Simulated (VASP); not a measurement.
A run of VASP 6.6.1:

File INCAR:

```
PREC = Accurate
ENCUT = 520
EDIFF = 1E-6
ISMEAR = 0
SIGMA = 0.02
LREAL = F
LASPH = T
NELM = 80
ALGO = Normal
ISIF = 2
LWAVE = F
LCHARG = T
GGA = PS
LELF = T
LVHAR = T
NBANDS = 47
```

The input KPOINTS:

```
Automatic mesh
0
Gamma
  6 6 6
```

Contents of POSCAR:

```
Na2LiTlBr6
1.0
    0.0000000000      5.3439146667      5.3439146667
    5.3439146667      0.0000000000      5.3439146667
    5.3439146667      5.3439146667      0.0000000000
Na Li Tl Br
2 1 1 6
Direct
    0.7500000000      0.7500000000      0.7500000000
    0.2500000000      0.2500000000      0.2500000000
    0.5000000000      0.5000000000      0.5000000000
    0.0000000000      0.0000000000      0.0000000000
    0.7459586543      0.2540413457      0.2540413457
    0.2540413457      0.2540413457      0.7459586543
    0.2540413457      0.7459586543      0.7459586543
    0.2540413457      0.7459586543      0.2540413457
    0.7459586543      0.2540413457      0.7459586543
    0.7459586543      0.7459586543      0.2540413457
```

Potentials or basis: VASP PAW PBE potentials, release 64 (Na_pv, Li_sv, Tl_d, Br).

Launch:

```bash
$ cat potpaw_PBE.64/Na_pv/POTCAR potpaw_PBE.64/Li_sv/POTCAR potpaw_PBE.64/Tl_d/POTCAR potpaw_PBE.64/Br/POTCAR > POTCAR
$ mpirun -np 1 vasp_std > vasp.out
```

Hardware: 1 thread of Intel(R) Xeon(R) Platinum 8259CL CPU @ 2.50GHz (Skylake/Cascade Lake), with other jobs on the host.

Problem. Estimate the wall time of this run.

Solution. It took 5.6 min on 1 thread of Intel(R) Xeon(R) Platinum 8259CL CPU @ 2.50GHz (Skylake/Cascade Lake), on a shared host, peak memory 0.55 GiB. Counts: scf iterations 14, k points 16.
